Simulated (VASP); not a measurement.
# PbS (I4/mmm) in VASP: single point with PBE

Aim: the single point of PbS with PBE.

All numbers are computed with VASP 6.6.1; they aren't measurements. Logs are shortened: lines on timing, memory, paths and dates and some standing lists are left out, and cuts for length are marked.

**1. The cell of the first run**

Symmetry: I4/mmm, No. 139, tetragonal system. Conventional cell: a = 3.983 Å, b = 3.983 Å, c = 6.078 Å, α = 90.00°, β = 90.00°, γ = 90.00°. Pb (site symmetry 4/mmm) has 6 S at 2.82 to 3.04 Å within 3.7 Å. Within 3.7 Å of S (site symmetry 4/mmm) lie 6 Pb at 2.82 to 3.04 Å.

**2. Single point, PBE (strain -0.050 along x and y, +0.025 along z)**

Contents of INCAR:

```
PREC = Accurate
ENCUT = 520
EDIFF = 1E-6
ISMEAR = 0
SIGMA = 0.03
LREAL = False
LASPH = True
NELM = 100
ALGO = Normal
ISIF = 2
LWAVE = False
LCHARG = True
GGA = PE
LELF = True
LVHAR = True
NBANDS = 17
```

Contents of KPOINTS:

```
regular mesh
0
Gamma
  10 10 10
```

Contents of POSCAR:

```
PbS
1.0
    0.0000000000      2.8167500000      3.0391250000
    2.8167500000      0.0000000000      3.0391250000
    2.8167500000      2.8167500000      0.0000000000
Pb S
1 1
Direct
    0.0000000000      0.0000000000      0.0000000000
    0.5000000000      0.5000000000      0.5000000000
```

Potentials or basis: VASP PAW PBE potentials, release 64 (Pb_d, S).

Run with:

```sh
> cat potpaw_PBE.64/Pb_d/POTCAR potpaw_PBE.64/S/POTCAR > POTCAR
> mpirun -np 1 vasp_std > vasp.out
```

OUTCAR:

```text
PREC = Accurate
   ENCUT = 520
   EDIFF = 1E-6
   ISMEAR = 0
   LREAL = False
   LASPH = True
   NELM = 100
   ISIF = 2
   GGA = PE

 ion  position               nearest neighbor table
   1  0.000  0.000  0.000-   2 2.82   2 2.82   2 2.82   2 2.82   2 3.04   2 3.04
   2  0.500  0.500  0.500-   1 2.82   1 2.82   1 2.82   1 2.82   1 3.04   1 3.04

  LATTYP: Found a body centered tetragonal cell.
 ALAT       =     3.9834860518
 C/A-ratio  =     1.5258620015

  Lattice vectors:

 A1 = (  -2.8167500000,   0.0000000000,   3.0391250000)
 A2 = (   2.8167500000,   0.0000000000,   3.0391250000)
 A3 = (   0.0000000000,   2.8167500000,  -3.0391250000)

Analysis of symmetry for initial positions (statically):
=====================================================================
 Subroutine PRICEL returns:
 Original cell was already a primitive cell.

 Routine SETGRP: Setting up the symmetry group for a
 body centered tetragonal supercell.

 Subroutine GETGRP returns: Found 16 space group operations
 (whereof 16 operations were pure point group operations)
 out of a pool of 16 trial point group operations.

The static configuration has the point symmetry D_4h.

Analysis of symmetry for dynamics (positions and initial velocities):
=====================================================================
 Subroutine PRICEL returns:
 Original cell was already a primitive cell.

 Routine SETGRP: Setting up the symmetry group for a
 body centered tetragonal supercell.

 Subroutine GETGRP returns: Found 16 space group operations
 (whereof 16 operations were pure point group operations)
 out of a pool of 16 trial point group operations.

The dynamic configuration has the point symmetry D_4h.

 Subroutine INISYM returns: Found 16 space group operations
 (whereof 16 operations are pure point group operations),
 and found     1 'primitive' translations

----------------------------------------------------------------------------------------

                                     Primitive cell

  volume of cell :      48.2253

  direct lattice vectors                    reciprocal lattice vectors
     0.000000000  2.816750000  3.039125000    -0.177509541  0.177509541  0.164521038
     2.816750000  0.000000000  3.039125000     0.177509541 -0.177509541  0.164521038
     2.816750000  2.816750000  0.000000000     0.177509541  0.177509541 -0.164521038
[... 75 lines left out ...]
   PREC   = accura    normal or accurate (medium, high low for compatibility)
   ISTART =      0    job   : 0-new  1-cont  2-samecut
   ICHARG =      2    charge: 1-file 2-atom 10-const
   ISPIN  =      1    spin polarized calculation?
   LNONCOLLINEAR =      F non collinear calculations
   LSORBIT =      F    spin-orbit coupling
   LASPH  =      T    aspherical Exc in radial PAW
   ENCUT  =  520.0 eV  38.22 Ry    6.18 a.u.   7.70  7.70  7.41*2*pi/ulx,y,z
   NELM   =    100;   NELMIN=  2; NELMDL= -5     # of ELM steps
   EDIFF  = 0.1E-05   stopping-criterion for ELM
   LREAL  =      F    real-space projection
   EDIFFG = 0.1E-04   stopping-criterion for IOM
   NSW    =      0    number of steps for IOM
   IBRION =     -1    ionic relax: 0-MD 1-quasi-New 2-CG
   NFREE  =      0    steps in history (QN), initial steepest desc. (CG)
   ISIF   =      2    stress and relaxation
   ISYM   =      2    0-nonsym 1-usesym 2-fastsym
   POTIM  = 0.5000    time-step for ionic-motion
   TEBEG  =    0.0;   TEEND  =   0.0 temperature during run
   PSTRESS=    0.0 pullay stress
   NELECT =      20.0000    total number of electrons
   NUPDOWN=      -1.0000    fix difference up-down
   EMIN   =  10.00;   EMAX   =-10.00  energy-range for DOS
   EFERMI =   0.00;   METHOD = LEGACY
   ISMEAR =     0;   SIGMA  =   0.03  broadening in eV -4-tet -1-fermi 0-gaus
   EFERMI_NEDOS =   21; number of points for ismear=-14 and -15
   IALGO  =     38    algorithm
   IMIX   =      4    mixing-type and parameters
     AMIX     =   0.40;   BMIX     =  1.00
     AMIX_MAG =   1.60;   BMIX_MAG =  1.00
  volume/ion in A,a.u.               =      24.11       162.72
  Fermi-wavevector in a.u.,A,eV,Ry     =   1.220843  2.307059 20.278903  1.490457
  Thomas-Fermi vector in A             =   2.356046
   LORBIT       =      0    0 simple, 1 ext, 2 COOP (PROOUT), +10 PAW based schemes
   GGA     = PE    functional components
   LHFCALC =     F    Hartree Fock is set to
   AEXX    =    0.0000 exact exchange contribution
   IVDW    =     0    specifies the selected vdW correction
   LEPSILON=     F    determine dielectric tensor
   LRPA    =     F    only Hartree local field effects (RPA)
 non-spin polarized calculation
 Gauss-broadening in eV      SIGMA  =   0.03
  energy-cutoff  :      520.00
  volume of cell :       48.23
 maximum number of plane-waves:      1316
   NGX = 15   NGY = 15   NGZ = 15

 number of electron      20.0000000 magnetization

 Free energy of the ion-electron system (eV)
  ---------------------------------------------------
  ext. energy  EPLUGINS =         0.00000000
  ---------------------------------------------------
  free energy    TOTEN  =        -8.53606143 eV

  energy without entropy =       -8.53605995  energy(sigma->0) =       -8.53606069

 E-fermi :   7.0650     XC(G=0): -10.0507

 val. band max:        7.0012414519   @ k =   0.5000  -0.0000   0.0000
 cond. band min:       7.1287172581   @ k =   0.5000  -0.0000   0.0000
 fundamental gap:      0.1274758062
 Fermi energy:         7.0649793312

 k-point     1 :       0.0000    0.0000    0.0000
  band No.  band energies     occupation
      1     -10.1028      2.00000
      2     -10.0738      2.00000
      3     -10.0738      2.00000
      4     -10.0685      2.00000
      5     -10.0359      2.00000
      6      -7.4655      2.00000
[... 457 lines left out ...]
      4     -10.0230      2.00000
      5     -10.0132      2.00000
      6      -6.1974      2.00000
[... 9 lines left out ...]
     16      17.9293      0.00000
     17      18.6536      0.00000

 [... further k-points ...]
[... 5 lines left out ...]
  --------------------------------------------------------------------------------------
  -------------------------------------------------------------------------------------
  Total        3.9089711      3.9089711      0.1968896      0.0000000      0.0000000      0.0000000
  in kB      129.8667208    129.8667208      6.5412131      0.0000000      0.0000000      0.0000000
  external PRESSURE =      88.7582182 kB  Pullay stress =       0.0000000 kB

 VOLUME and BASIS-vectors are now :
 -----------------------------------------------------------------------------
  energy-cutoff  :      520.00
  volume of cell :       48.23
      direct lattice vectors                 reciprocal lattice vectors
     0.000000000  2.816750000  3.039125000    -0.177509541  0.177509541  0.164521038
     2.816750000  0.000000000  3.039125000     0.177509541 -0.177509541  0.164521038
     2.816750000  2.816750000  0.000000000     0.177509541  0.177509541 -0.164521038

 POSITION                                       TOTAL-FORCE (eV/Angst)
 -----------------------------------------------------------------------------------
      0.00000      0.00000      0.00000        -0.000000      0.000000      0.000000
      2.81675      2.81675      3.03912         0.000000     -0.000000     -0.000000
 -----------------------------------------------------------------------------------
    total drift:                                0.000000     -0.000000     -0.000000

  FREE ENERGIE OF THE ION-ELECTRON SYSTEM (eV)
  ---------------------------------------------------
  free  energy   TOTEN  =        -8.5360614336 eV

  energy  without entropy=       -8.5360599501  energy(sigma->0) =       -8.53606069
```

OSZICAR:

```text
N       E                     dE             d eps       ncg     rms          rms(c)
DAV:   1     0.158348245877E+03    0.15835E+03   -0.97694E+03  3492   0.127E+03
DAV:   2     0.273442460640E+01   -0.15561E+03   -0.14977E+03  3754   0.316E+02
DAV:   3    -0.868317721317E+01   -0.11418E+02   -0.11294E+02  4523   0.912E+01
DAV:   4    -0.896169584585E+01   -0.27852E+00   -0.27823E+00  4513   0.153E+01
DAV:   5    -0.897195678992E+01   -0.10261E-01   -0.10260E-01  5084   0.284E+00    0.563E+00
DAV:   6    -0.853662703298E+01    0.43533E+00   -0.11474E+00  5533   0.816E+00    0.395E+00
DAV:   7    -0.853346416239E+01    0.31629E-02   -0.14689E-01  4348   0.206E+00    0.205E+00
DAV:   8    -0.853602838018E+01   -0.25642E-02   -0.13854E-02  4241   0.134E+00    0.103E-01
DAV:   9    -0.853594087305E+01    0.87507E-04   -0.17818E-03  5636   0.412E-01    0.110E-01
DAV:  10    -0.853604673047E+01   -0.10586E-03   -0.27210E-04  4234   0.143E-01    0.461E-02
DAV:  11    -0.853606086662E+01   -0.14136E-04   -0.96952E-05  4988   0.109E-01    0.316E-02
DAV:  12    -0.853606143355E+01   -0.56694E-06   -0.59443E-06  4270   0.163E-02
   1 F= -.85360614E+01 E0= -.85360607E+01  d E =-.148344E-05
```

It took 31 s on 1 thread of Intel Xeon Platinum 8559C (Emerald Rapids), shared host; peak memory 0.23 GiB.

Results:

```yaml
Free_energy: -8.5361 eV
Pressure: 8.9 GPa
Band_gap_on_the_k_mesh: 0.13 eV, direct
```

Caveat: the cell differs from its parent crystal (strain -0.050 along x and y, +0.025 along z); spin-orbit coupling is left out, which moves the levels of the heavy elements. A k mesh can miss the band edges.
